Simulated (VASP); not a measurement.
Write the native input for VASP 6.6.1 that does the following.

```
Task                   : relaxation of the atoms
Functional             : PBE
Potentials or basis    : VASP PAW PBE potentials, release 64 (Si)
Cutoff                 : 520 eV
k mesh                 : 9 × 9 × 6
Occupations            : gaussian, width 0.02 eV
Spin                   : no spin polarisation
Dipole correction      : no
Further INCAR settings : ALGO = Normal; EDIFF = 1e-06; IBRION = 2; EDIFFG = -0.002; NSW = 60
```

The structure of Si lies in POSCAR:

```
Si
1.0
    3.8705962637      0.0000000000      0.0000000000
   -1.9352981318      3.3520346921      0.0000000000
    0.0000000000      0.0000000000      6.3456006828
Si
4
Direct
    0.3333333333      0.6666666667     -0.0000722470
    0.6666666667      0.3333333333      0.4999277530
    0.3333333333      0.6666666667      0.3740722470
    0.6666666667      0.3333333333      0.8740722470
```

This isn't the form of Si at room conditions, which is diamond.

This cell differs from its parent crystal: strained cell.

These files were run (other wordings do the same):

INCAR

```
SYSTEM = Si
PREC = Accurate
ENCUT = 520
EDIFF = 1E-6
ISMEAR = 0
SIGMA = 0.02
LREAL = .FALSE.
LASPH = .TRUE.
NELM = 80
ALGO = Normal
ISIF = 2
LWAVE = .FALSE.
LCHARG = .FALSE.
GGA = PE
IBRION = 2
NSW = 60
EDIFFG = -0.002
```

KPOINTS

```
regular mesh
0
G
  9 9 6
  0 0 0
```

Potentials or basis: VASP PAW PBE potentials, release 64 (Si).

The run is started by

```console
$ cat potpaw_PBE.64/Si/POTCAR > POTCAR
$ mpirun -np 1 vasp_std > vasp.out
```

It gave:

| Quantity | Value |
| --- | --- |
| Energy gained by relaxing | 0.1 meV/atom |
| Ionic steps | 3 |
| Pressure after relaxing | -0.7 GPa |
| Band gap on the k mesh | 0.48 eV (least direct gap 0.90 eV) |

Caveat: the cell differs from its parent crystal (strained cell).

Run time: 75 s on 1 thread of Intel Xeon 8259CL (shared host), peak memory 0.2 GiB.
